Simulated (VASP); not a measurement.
# AlN (I-4m2) in VASP: further runs, part 2 of 2

VASP 6.6.1. The steps go on from the part before.

## Step 4: Single point, PBE

This run uses another cell than the first one, of the same volume but with other edges.

INCAR reads:

```
ALGO = Normal
EDIFF = 1E-6
ENCUT = 520
GGA = PE
ISIF = 2
ISMEAR = 0
LASPH = T
LCHARG = F
LREAL = F
LWAVE = F
NBANDS = 11
NELM = 80
PREC = Accurate
SIGMA = 0.05
```

KPOINTS reads:

```
k-points
0
Gamma
  10 10 10
```

POSCAR reads:

```
AlN
1.0
    0.0000000000      2.3725742855      1.8506079427
    2.3725742855      0.0000000000      1.8506079427
    2.3725742855      2.3725742855      0.0000000000
Al N
1 1
Direct
    0.0000000000      0.0000000000      0.0000000000
    0.7500000000      0.7500000000      0.7500000000
```

Potentials or basis: VASP PAW PBE potentials, release 64 (Al, N).

Command:

```console
> cat potpaw_PBE.64/Al/POTCAR potpaw_PBE.64/N/POTCAR > POTCAR
> mpirun -np 1 vasp_std > vasp.out
```

OUTCAR:

```text
EDIFF = 1E-6
   ENCUT = 520
   GGA = PE
   ISIF = 2
   ISMEAR = 0
   LASPH = T
   LREAL = F
   NELM = 80
   PREC = Accurate

 ion  position               nearest neighbor table
   1  0.000  0.000  0.000-   2 1.92   2 1.92   2 1.92   2 1.92
   2  0.750  0.750  0.750-   1 1.92   1 1.92   1 1.92   1 1.92

  LATTYP: Found a body centered tetragonal cell.
 ALAT       =     3.3553267323
 C/A-ratio  =     1.1030865787

  Lattice vectors:

 A1 = (   0.0000000000,  -2.3725742855,  -1.8506079427)
 A2 = (   0.0000000000,   2.3725742855,  -1.8506079427)
 A3 = (   2.3725742855,   0.0000000000,   1.8506079427)

Analysis of symmetry for initial positions (statically):
=====================================================================
 Subroutine PRICEL returns:
 Original cell was already a primitive cell.

 Routine SETGRP: Setting up the symmetry group for a
 body centered tetragonal supercell.

 Subroutine GETGRP returns: Found  8 space group operations
 (whereof  8 operations were pure point group operations)
 out of a pool of 16 trial point group operations.

The static configuration has the point symmetry D_2d.

Analysis of symmetry for dynamics (positions and initial velocities):
=====================================================================
 Subroutine PRICEL returns:
 Original cell was already a primitive cell.

 Routine SETGRP: Setting up the symmetry group for a
 body centered tetragonal supercell.

 Subroutine GETGRP returns: Found  8 space group operations
 (whereof  8 operations were pure point group operations)
 out of a pool of 16 trial point group operations.

The dynamic configuration has the point symmetry D_2d.

 Subroutine INISYM returns: Found  8 space group operations
 (whereof  8 operations are pure point group operations),
 and found     1 'primitive' translations

----------------------------------------------------------------------------------------

                                     Primitive cell
[... 119 lines left out ...]
   IVDW    =     0    specifies the selected vdW correction
   LEPSILON=     F    determine dielectric tensor
   LRPA    =     F    only Hartree local field effects (RPA)
 non-spin polarized calculation
 Gauss-broadening in eV      SIGMA  =   0.05
  energy-cutoff  :      520.00
  volume of cell :       20.83
 maximum number of plane-waves:       577
 NGX is ok and might be reduce to    24

 number of electron       7.9999999 magnetization

 Free energy of the ion-electron system (eV)
  ---------------------------------------------------
  ext. energy  EPLUGINS =         0.00000000
  ---------------------------------------------------
  free energy    TOTEN  =       -14.62690351 eV

  energy without entropy =      -14.62690351  energy(sigma->0) =      -14.62690351

 E-fermi :   6.9250     XC(G=0): -10.9872

 val. band max:        6.6705101358   @ k =   0.0000   0.0000   0.0000
 cond. band min:       9.3936625376   @ k =   0.5000   0.5000   0.0000
 fundamental gap:      2.7231524018
 Fermi energy:         6.9249619624

 k-point     1 :       0.0000    0.0000    0.0000
  band No.  band energies     occupation
      1      -8.8996      2.00000
      2       5.9799      2.00000
      3       5.9799      2.00000
      4       6.6705      2.00000
      5      10.1458      0.00000
      6      18.7801      0.00000
      7      19.0089      0.00000
      8      19.0089      0.00000
      9      20.0206      0.00000
     10      22.7817      0.00000
     11      22.7817      0.00000
[... 309 lines left out ...]
 k-point    24 :       0.4000    0.3000    0.0000
  band No.  band energies     occupation
      1      -6.3418      2.00000
      2       2.2648      2.00000
      3       3.6643      2.00000
      4       3.8945      2.00000
      5      11.8593      0.00000
      6      13.3043      0.00000
      7      19.0254      0.00000
      8      19.0433      0.00000
      9      21.7563      0.00000
     10      25.5486      0.00000
     11      29.0757      0.00000

 [... further k-points ...]

------------------------ aborting loop because EDIFF is reached ----------------------------------------

  FORCE on cell =-STRESS in cart. coord.  units (eV):
  Direction    XX          YY          ZZ          XY          YZ          ZX
  --------------------------------------------------------------------------------------
  -------------------------------------------------------------------------------------
  Total       -0.8367013     -0.8367013      1.3020227      0.0000000      0.0000000      0.0000000
  in kB      -64.3423575    -64.3423575    100.1255880      0.0000000      0.0000000      0.0000000
  external PRESSURE =      -9.5197090 kB  Pullay stress =       0.0000000 kB

 VOLUME and BASIS-vectors are now :
 -----------------------------------------------------------------------------
  energy-cutoff  :      520.00
  volume of cell :       20.83
      direct lattice vectors                 reciprocal lattice vectors
     0.000000000  2.372574285  1.850607943    -0.210741557  0.210741557  0.270181484
     2.372574285  0.000000000  1.850607943     0.210741557 -0.210741557  0.270181484
     2.372574285  2.372574285  0.000000000     0.210741557  0.210741557 -0.270181484

 POSITION                                       TOTAL-FORCE (eV/Angst)
 -----------------------------------------------------------------------------------
      0.00000      0.00000      0.00000         0.000000      0.000000      0.000000
      3.55886      3.55886      2.77591        -0.000000     -0.000000     -0.000000
 -----------------------------------------------------------------------------------
    total drift:                                0.000000      0.000000      0.000002

  FREE ENERGIE OF THE ION-ELECTRON SYSTEM (eV)
  ---------------------------------------------------
  free  energy   TOTEN  =       -14.6269035125 eV

  energy  without entropy=      -14.6269035125  energy(sigma->0) =      -14.62690351
```

Wall time 35 s (1 thread of AMD EPYC 7R43 (Zen 3), shared host); peak memory 0.11 GiB.

Results:

```yaml
Free_energy: -14.6269 eV
Pressure: -1.0 GPa
Band_gap_on_the_k_mesh: 2.72 eV, indirect (least direct gap 3.48 eV)
```

 A k mesh can miss the band edges.

## Step 5: The runs side by side

```tsv
cell	gap on the mesh (eV)	pressure (GPa)
a = 3.026, b = 3.026, c = 3.261 Å, angles 57.4, 57.4, 65.2°, 2 atoms	2.73	2.2
a = 3.210, b = 3.210, c = 2.907 Å, angles 63.1, 63.1, 53.8°, 2 atoms	2.63	2.5
a = 3.009, b = 3.009, c = 3.355 Å, angles 56.1, 56.1, 67.8°, 2 atoms	2.72	-1.0
```

Alike in all rows: task single point; level PBE; potentials or basis VASP PAW PBE potentials, release 64 (Al, N); no spin polarisation; k mesh 10 × 10 × 10; cutoff (eV) 520; smearing gaussian 0.05 eV.

Absolute energies hang on the potentials; compare differences alone.
